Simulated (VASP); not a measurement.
Wanted: the native input for a VASP 6.6.1 run.

- Task: single point
- Functional: LDA
- Potentials or basis: VASP PAW LDA potentials, release 64 (Rb_sv)
- Cutoff: 520 eV
- k mesh: 14 × 14 × 14
- Occupations: gaussian, width 0.15 eV
- Spin: no spin polarisation
- Dipole correction: no
- Further INCAR settings: ALGO = Fast; EDIFF = 1e-06; NBANDS = 10

The structure of Rb lies in POSCAR:

```
Rb
1.0
   -2.6277612597      2.6277612597      2.8316755334
    2.6277612597     -2.6277612597      2.8316755334
    2.6277612597      2.6277612597     -2.8316755334
Rb
1
Direct
    0.0000000000      0.0000000000      0.0000000000
```

One way to write it, as run:

INCAR

```
ALGO     = Fast           # electronic algorithm
EDIFF    = 1E-6           # SCF threshold, eV
ENCUT    = 520            # plane-wave cutoff, eV
ISIF     = 2              # what is computed and relaxed
ISMEAR   = 0              # smearing method
LASPH    = T              # aspherical terms in the spheres
LCHARG   = F              # write CHGCAR
LREAL    = F              # projectors in reciprocal space
LWAVE    = F              # write WAVECAR
NBANDS   = 10             # bands
NELM     = 60             # most SCF steps
PREC     = Accurate       # precision mode
SIGMA    = 0.15           # smearing width, eV
```

KPOINTS

```
k-points
0
Gamma
  14 14 14
```

Potentials or basis: VASP PAW LDA potentials, release 64 (Rb_sv).

Command:

```bash
$ cat potpaw_LDA.64/Rb_sv/POTCAR > POTCAR
$ mpirun -np 1 vasp_std > vasp.out
```

It gave:

The pressure is 0.0 GPa and the band gap on the k mesh is zero (an odd number of electrons rules out a gap without spin polarisation).

Run time: 100 s on 1 thread of Intel(R) Xeon(R) Platinum 8488C (Sapphire Rapids), on a shared host, peak memory 0.29 GiB.
